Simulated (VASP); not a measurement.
# Ge3Pd (Pm-3m) in VASP: settings compared

The runs below take Ge3Pd through single point, with PBEsol, PBE0.

Program: VASP 6.6.1. These are calculated values, not measurements. Logs are shortened: lines on timing, memory, paths and dates and some standing lists are left out, and cuts for length are marked.

### Step 1. The cell of the first run

It takes space group Pm-3m (No. 221, cubic). The conventional cell has a = 4.142 Å, b = 4.142 Å, c = 4.142 Å, α = 90.00°, β = 90.00°, γ = 90.00°. Pd (site symmetry m-3m) has 12 Ge at 2.93 Å within 3.9 Å. Ge (site symmetry 4/mmm) has 4 Pd at 2.93 Å and 8 Ge at 2.93 Å within 3.9 Å.

### Step 2. Single point, PBEsol, non-collinear spin, zero start, spin-orbit coupling

The input, INCAR:

```
PREC = Accurate
ENCUT = 520
EDIFF = 1E-7
ISMEAR = -1
SIGMA = 0.05
LREAL = F
LASPH = T
NELM = 150
ALGO = Normal
ISIF = 2
LWAVE = F
LCHARG = F
MAGMOM = 0 0 0 0 0 0 0 0 0 0 0 0
LORBIT = 11
LSORBIT = T
GGA_COMPAT = F
LORBMOM = T
LMAXMIX = 4
GGA = PS
NBANDS = 66
```

The input, KPOINTS:

```
regular mesh
0
Gamma
  7 7 7
```

The input, POSCAR:

```
Ge3Pd
1.0
    4.1420230000      0.0000000000      0.0000000000
    0.0000000000      4.1420230000      0.0000000000
    0.0000000000      0.0000000000      4.1420230000
Pd Ge
1 3
Direct
    0.0000000000      0.0000000000      0.0000000000
    0.5000000000      0.5000000000      0.0000000000
    0.5000000000      0.0000000000      0.5000000000
    0.0000000000      0.5000000000      0.5000000000
```

Potentials or basis: VASP PAW PBE potentials, release 64 (Pd, Ge_d).

Run with:

```sh
cat potpaw_PBE.64/Pd/POTCAR potpaw_PBE.64/Ge_d/POTCAR > POTCAR
mpirun -np 1 vasp_ncl > vasp.out
```

OUTCAR:

```text
PREC = Accurate
   ENCUT = 520
   EDIFF = 1E-7
   ISMEAR = -1
   LREAL = F
   LASPH = T
   NELM = 150
   ISIF = 2
   LORBIT = 11
   LSORBIT = T
   GGA = PS

 ion  position               nearest neighbor table
   1  0.000  0.000  0.000-   2 2.93   3 2.93   4 2.93   3 2.93   4 2.93   2 2.93   4 2.93   4 2.93
                             2 2.93   3 2.93   3 2.93   2 2.93
   2  0.500  0.500  0.000-   1 2.93   1 2.93   1 2.93   1 2.93
   3  0.500  0.000  0.500-   1 2.93   1 2.93   1 2.93   1 2.93
   4  0.000  0.500  0.500-   1 2.93   1 2.93   1 2.93   1 2.93

  LATTYP: Found a simple cubic cell.
 ALAT       =     4.1420230000

  Lattice vectors:

 A1 = (   4.1420230000,   0.0000000000,   0.0000000000)
 A2 = (   0.0000000000,   4.1420230000,   0.0000000000)
 A3 = (   0.0000000000,   0.0000000000,   4.1420230000)

Analysis of symmetry for initial positions (statically):
=====================================================================
 Subroutine PRICEL returns:
 Original cell was already a primitive cell.

 Routine SETGRP: Setting up the symmetry group for a
 simple cubic supercell.

 Subroutine GETGRP returns: Found 48 space group operations
 (whereof 48 operations were pure point group operations)
 out of a pool of 48 trial point group operations.

The static configuration has the point symmetry O_h .

Analysis of symmetry for dynamics (positions and initial velocities):
=====================================================================
 Subroutine PRICEL returns:
 Original cell was already a primitive cell.

 Routine SETGRP: Setting up the symmetry group for a
 simple cubic supercell.

 Subroutine GETGRP returns: Found 48 space group operations
 (whereof 48 operations were pure point group operations)
 out of a pool of 48 trial point group operations.

The dynamic configuration has the point symmetry O_h .

Analysis of structural, dynamic, and magnetic symmetry:
=====================================================================
 Subroutine PRICEL returns:
 Original cell was already a primitive cell.

 Routine SETGRP: Setting up the symmetry group for a
 simple cubic supercell.

 Subroutine GETGRP returns: Found 48 space group operations
 (whereof 48 operations were pure point group operations)
 out of a pool of 48 trial point group operations.

The overall configuration has the point symmetry O_h .

 Subroutine INISYM returns: Found 48 space group operations
 (whereof 48 operations are pure point group operations),
 and found     1 'primitive' translations

----------------------------------------------------------------------------------------

                                     Primitive cell

  volume of cell :      71.0620

  direct lattice vectors                    reciprocal lattice vectors
     4.142023000  0.000000000  0.000000000     0.241427921  0.000000000  0.000000000
     0.000000000  4.142023000  0.000000000     0.000000000  0.241427921  0.000000000
     0.000000000  0.000000000  4.142023000     0.000000000  0.000000000  0.241427921

  length of vectors
     4.142023000  4.142023000  4.142023000     0.241427921  0.241427921  0.241427921

  position of ions in fractional coordinates (direct lattice)
     0.000000000  0.000000000  0.000000000
     0.500000000  0.500000000  0.000000000
     0.500000000  0.000000000  0.500000000
     0.000000000  0.500000000  0.500000000

  ion indices of the primitive-cell ions
   primitive index   ion index
                 1           1
                 2           2
                 3           3
                 4           4

----------------------------------------------------------------------------------------

 KPOINTS: regular mesh

[... 104 lines left out ...]

 Free energy of the ion-electron system (eV)
  ---------------------------------------------------
  ext. energy  EPLUGINS =         0.00000000
  ---------------------------------------------------
  free energy    TOTEN  =       -20.62882722 eV

  energy without entropy =      -20.61129479  energy(sigma->0) =      -20.62006100

 E-fermi :   7.3934     XC(G=0): -11.8604

 val. band max:        7.3932595823   @ k =   0.4286   0.0000   0.0000
 cond. band min:       7.4467082165   @ k =   0.4286   0.4286   0.0000
 fundamental gap:      0.0534486342
 Fermi energy:         7.3933609829

 k-point     1 :       0.0000    0.0000    0.0000
  band No.  band energies     occupation
      1     -17.5684      1.00000
      2     -17.5684      1.00000
      3     -17.5684      1.00000
      4     -17.5684      1.00000
      5     -17.5506      1.00000
      6     -17.5506      1.00000
[... 1329 lines left out ...]
     63      14.7786      0.00000
     64      14.7786      0.00000
 [bands above 64 left out]

------------------------ aborting loop because EDIFF is reached ----------------------------------------

  FORCE on cell =-STRESS in cart. coord.  units (eV):
  Direction    XX          YY          ZZ          XY          YZ          ZX
  --------------------------------------------------------------------------------------
  -------------------------------------------------------------------------------------
  Total       -2.0741815     -2.0741815     -2.0741815     -0.0000000      0.0000000      0.0000000
  in kB      -46.7648798    -46.7648798    -46.7648798     -0.0000000      0.0000000      0.0000000
  external PRESSURE =     -46.7648798 kB  Pullay stress =       0.0000000 kB

 VOLUME and BASIS-vectors are now :
 -----------------------------------------------------------------------------
  energy-cutoff  :      520.00
  volume of cell :       71.06
      direct lattice vectors                 reciprocal lattice vectors
     4.142023000  0.000000000  0.000000000     0.241427921  0.000000000  0.000000000
     0.000000000  4.142023000  0.000000000     0.000000000  0.241427921  0.000000000
     0.000000000  0.000000000  4.142023000     0.000000000  0.000000000  0.241427921

 POSITION                                       TOTAL-FORCE (eV/Angst)
 -----------------------------------------------------------------------------------
      0.00000      0.00000      0.00000         0.000000      0.000000      0.000000
      2.07101      2.07101      0.00000         0.000000      0.000000      0.000000
      2.07101      0.00000      2.07101         0.000000      0.000000      0.000000
      0.00000      2.07101      2.07101         0.000000      0.000000      0.000000
 -----------------------------------------------------------------------------------
    total drift:                                0.000000     -0.000000     -0.000000

  FREE ENERGIE OF THE ION-ELECTRON SYSTEM (eV)
  ---------------------------------------------------
  free  energy   TOTEN  =       -20.6288272205 eV

  energy  without entropy=      -20.6112947863  energy(sigma->0) =      -20.62006100

 orbital moment (x)

 # of ion     p       d       tot
 ----------------------------------------
  1         0.000  -0.000  -0.000
  2         0.000  -0.000  -0.000
  3         0.000  -0.000  -0.000
  4         0.000  -0.000  -0.000
 ----------------------------------------
            0.000  -0.000  -0.000

 orbital moment (y)

 # of ion     p       d       tot
 ----------------------------------------
  1         0.000  -0.000  -0.000
  2        -0.000   0.000   0.000
  3         0.000   0.000   0.000
  4         0.000   0.000   0.000
 ----------------------------------------
            0.000  -0.000  -0.000

 orbital moment (z)

 # of ion     p       d       tot
 ----------------------------------------
  1         0.000  -0.000  -0.000
  2         0.000  -0.000  -0.000
  3         0.000   0.000   0.000
  4         0.000   0.000   0.000
 ----------------------------------------
            0.000  -0.000  -0.000

 Spin-Orbit-Coupling matrix elements

 Ion:    1  E_soc:     -0.0607420
 l=   1
     0.0000000    -0.0016885    -0.0016885
    -0.0016885     0.0000000    -0.0016885
    -0.0016885    -0.0016885     0.0000000
 l=   2
     0.0000000    -0.0018016     0.0000000    -0.0018016    -0.0066336
    -0.0018016     0.0000000    -0.0049752    -0.0018016    -0.0016584
     0.0000000    -0.0049752     0.0000000    -0.0049752     0.0000000
    -0.0018016    -0.0018016    -0.0049752     0.0000000    -0.0016584
    -0.0066336    -0.0016584     0.0000000    -0.0016584     0.0000000
 l=   3
     0.0000000     0.0000000     0.0000000     0.0000000     0.0000000     0.0000000     0.0000000
     0.0000000     0.0000000     0.0000000     0.0000000     0.0000000     0.0000000     0.0000000
     0.0000000     0.0000000     0.0000000     0.0000000     0.0000000     0.0000000     0.0000000
     0.0000000     0.0000000     0.0000000     0.0000000     0.0000000     0.0000000     0.0000000
[... 49 lines left out ...]
 l=   2
     0.0000000    -0.0001896     0.0000000    -0.0001865    -0.0007485
    -0.0001896     0.0000000    -0.0005698    -0.0001896    -0.0001899
     0.0000000    -0.0005698     0.0000000    -0.0005600     0.0000000
    -0.0001865    -0.0001896    -0.0005600     0.0000000    -0.0001885
    -0.0007485    -0.0001899     0.0000000    -0.0001885     0.0000000
 l=   3
     0.0000000     0.0000000     0.0000000     0.0000000     0.0000000     0.0000000     0.0000000
     0.0000000     0.0000000     0.0000000     0.0000000     0.0000000     0.0000000     0.0000000
     0.0000000     0.0000000     0.0000000     0.0000000     0.0000000     0.0000000     0.0000000
     0.0000000     0.0000000     0.0000000     0.0000000     0.0000000     0.0000000     0.0000000
     0.0000000     0.0000000     0.0000000     0.0000000     0.0000000     0.0000000     0.0000000
     0.0000000     0.0000000     0.0000000     0.0000000     0.0000000     0.0000000     0.0000000
     0.0000000     0.0000000     0.0000000     0.0000000     0.0000000     0.0000000     0.0000000

 total charge

# of ion       s       p       d       tot
------------------------------------------
    1        0.388   0.330   8.603   9.321
    2        1.259   0.900  10.028  12.187
    3        1.259   0.900  10.028  12.187
    4        1.259   0.900  10.028  12.187
--------------------------------------------------
tot          4.165   3.030  38.688  45.883

 magnetization (x)

# of ion       s       p       d       tot
------------------------------------------
    1        0.000  -0.000  -0.000  -0.000
    2        0.000  -0.000   0.000  -0.000
    3       -0.000  -0.000  -0.000  -0.000
    4        0.000   0.000   0.000   0.000
--------------------------------------------------
tot         -0.000  -0.000  -0.000  -0.000

 magnetization (y)

# of ion       s       p       d       tot
------------------------------------------
    1        0.000   0.000  -0.000   0.000
    2       -0.000  -0.000   0.000  -0.000
    3        0.000   0.000   0.000   0.000
    4       -0.000   0.000   0.000   0.000
--------------------------------------------------
tot         -0.000   0.000   0.000   0.000

 magnetization (z)

# of ion       s       p       d       tot
------------------------------------------
    1        0.000   0.000  -0.000   0.000
    2        0.000   0.000  -0.000   0.000
    3       -0.000  -0.000   0.000  -0.000
    4        0.000  -0.000   0.000   0.000
--------------------------------------------------
tot          0.000   0.000  -0.000   0.000
```

Run time: 3.5 min. Hardware: 1 thread of Intel Xeon 8259CL, shared host; peak memory 0.39 GiB.

What came out:

```
Free energy                                           : -20.6288 eV
Pressure                                              : -4.7 GPa
Net moment                                            : 0.00 μB per cell
Valence electrons inside the program's atomic spheres : Pd 9.32; Ge 12.19
```

Moments on the atoms (μB; x, y, z):
```
Pd  0.00 0.00 0.00
Ge  0.00 0.00 0.00
Ge  0.00 0.00 0.00
Ge  0.00 0.00 0.00
```

Caveat: the cell stands under tension; the PAW data sets were made with another functional, which shifts forces and pressure a little.

### Step 3. Single point, PBE0

POSCAR is that of step 2.

The input, INCAR.step1:

```
SYSTEM = Ge3Pd
PREC = Accurate
ENCUT = 410
EDIFF = 1E-5
ISMEAR = -1
SIGMA = 0.05
LREAL = .False.
LASPH = .True.
NELM = 120
ALGO = Normal
ISIF = 2
LWAVE = .True.
LCHARG = .False.
GGA = PE
NBANDS = 34
GGA_COMPAT = .False.
```

The input, INCAR.step2:

```
SYSTEM = Ge3Pd
PREC = Accurate
ENCUT = 410
EDIFF = 1E-6
ISMEAR = -1
SIGMA = 0.05
LREAL = .False.
LASPH = .True.
NELM = 120
ALGO = Normal
ISIF = 2
LWAVE = .False.
LCHARG = .False.
GGA = PE
LHFCALC = .True.
AEXX = 0.25
PRECFOCK = Normal
ISTART = 1
NBANDS = 34
GGA_COMPAT = .False.
```

The input, KPOINTS:

```
Automatic mesh
0
Gamma
  4 4 4
  0 0 0
```

Potentials or basis: VASP PAW PBE potentials, release 64 (Pd, Ge_d).

Run with:

```sh
cat potpaw_PBE.64/Pd/POTCAR potpaw_PBE.64/Ge_d/POTCAR > POTCAR
cp INCAR.step1 INCAR
mpirun -np 1 vasp_std > vasp.out
cp INCAR.step2 INCAR
mpirun -np 1 vasp_std > vasp.out
```

OUTCAR:

```text
SYSTEM = Ge3Pd
   PREC = Accurate
   ENCUT = 410
   EDIFF = 1E-6
   ISMEAR = -1
   LREAL = .False.
   LASPH = .True.
   NELM = 120
   ISIF = 2
   GGA = PE
   LHFCALC = .True.
   AEXX = 0.25
   PRECFOCK = Normal
   ISTART = 1

 ion  position               nearest neighbor table
   1  0.000  0.000  0.000-   2 2.93   3 2.93   4 2.93   3 2.93   4 2.93   2 2.93   4 2.93   4 2.93
                             2 2.93   3 2.93   3 2.93   2 2.93
   2  0.500  0.500  0.000-   1 2.93   1 2.93   1 2.93   1 2.93
   3  0.500  0.000  0.500-   1 2.93   1 2.93   1 2.93   1 2.93
   4  0.000  0.500  0.500-   1 2.93   1 2.93   1 2.93   1 2.93

  LATTYP: Found a simple cubic cell.
 ALAT       =     4.1420230000

  Lattice vectors:

 A1 = (   4.1420230000,   0.0000000000,   0.0000000000)
 A2 = (   0.0000000000,   4.1420230000,   0.0000000000)
 A3 = (   0.0000000000,   0.0000000000,   4.1420230000)

Analysis of symmetry for initial positions (statically):
[... 164 lines left out ...]
  ext. energy  EPLUGINS =         0.00000000
  ---------------------------------------------------
  free energy    TOTEN  =       -23.44336908 eV

  energy without entropy =      -23.43243221  energy(sigma->0) =      -23.43790064

 E-fermi :   7.2657     XC(G=0):  -9.1943

 val. band max:        7.2096720639   @ k =   0.5000   0.2500   0.0000
 cond. band min:       7.7851448904   @ k =   0.5000   0.5000   0.5000
 fundamental gap:      0.5754728264
 Fermi energy:         7.2656706795

 k-point     1 :       0.0000    0.0000    0.0000
  band No.  band energies     occupation
      1     -21.1894      2.00000
      2     -21.1894      2.00000
      3     -21.1894      2.00000
      4     -21.1709      2.00000
      5     -21.1390      2.00000
      6     -21.1390      2.00000
[... 359 lines left out ...]
     33      16.3090      0.00000
     34      21.8569      0.00000

------------------------ aborting loop because EDIFF is reached ----------------------------------------

  FORCE on cell =-STRESS in cart. coord.  units (eV):
  Direction    XX          YY          ZZ          XY          YZ          ZX
  --------------------------------------------------------------------------------------
  -------------------------------------------------------------------------------------
  Total       -1.3298645     -1.3298645     -1.3298645     -0.0000000     -0.0000000      0.0000000
  in kB      -29.9833712    -29.9833712    -29.9833712     -0.0000000     -0.0000000      0.0000000
  external PRESSURE =     -29.9833712 kB  Pullay stress =       0.0000000 kB

 VOLUME and BASIS-vectors are now :
 -----------------------------------------------------------------------------
  energy-cutoff  :      410.00
  volume of cell :       71.06
      direct lattice vectors                 reciprocal lattice vectors
     4.142023000  0.000000000  0.000000000     0.241427921  0.000000000  0.000000000
     0.000000000  4.142023000  0.000000000     0.000000000  0.241427921  0.000000000
     0.000000000  0.000000000  4.142023000     0.000000000  0.000000000  0.241427921

 POSITION                                       TOTAL-FORCE (eV/Angst)
 -----------------------------------------------------------------------------------
      0.00000      0.00000      0.00000         0.000000      0.000000      0.000000
      2.07101      2.07101      0.00000         0.000000      0.000000      0.000000
      2.07101      0.00000      2.07101         0.000000      0.000000      0.000000
      0.00000      2.07101      2.07101         0.000000      0.000000      0.000000
 -----------------------------------------------------------------------------------
    total drift:                               -0.000000     -0.000000      0.000000

  FREE ENERGIE OF THE ION-ELECTRON SYSTEM (eV)
  ---------------------------------------------------
  free  energy   TOTEN  =       -23.4433690757 eV

  energy  without entropy=      -23.4324322139  energy(sigma->0) =      -23.43790064
```

OUTCAR.step1:

```text
SYSTEM = Ge3Pd
   PREC = Accurate
   ENCUT = 410
   EDIFF = 1E-5
   ISMEAR = -1
   LREAL = .False.
[... 583 lines left out ...]
      2.07101      2.07101      0.00000         0.000000      0.000000      0.000000
      2.07101      0.00000      2.07101         0.000000      0.000000      0.000000
      0.00000      2.07101      2.07101         0.000000      0.000000      0.000000
 -----------------------------------------------------------------------------------
    total drift:                                0.000000      0.000000      0.000000

  FREE ENERGIE OF THE ION-ELECTRON SYSTEM (eV)
  ---------------------------------------------------
  free  energy   TOTEN  =       -18.3684273800 eV

  energy  without entropy=      -18.3424241008  energy(sigma->0) =      -18.35542574
```

Run time: 2.2 h. Hardware: 1 thread of AMD EPYC 7R43 (Zen 3), shared host; peak memory 0.16 GiB.

Results:

| Quantity | Value |
| --- | --- |
| Free energy | -23.4434 eV |
| Pressure | -3.0 GPa |
| Band gap on the k mesh | zero (bands 26 and 27 overlap by 2.98 eV) |

Caveat: the k points lie up to 0.38 Å⁻¹ apart, too coarse for converged energies and pressures of a metal; the PAW data sets were made with another functional, which shifts forces and pressure a little.

The gap in the log of VASP goes by the Fermi energy; the results here count the filled bands.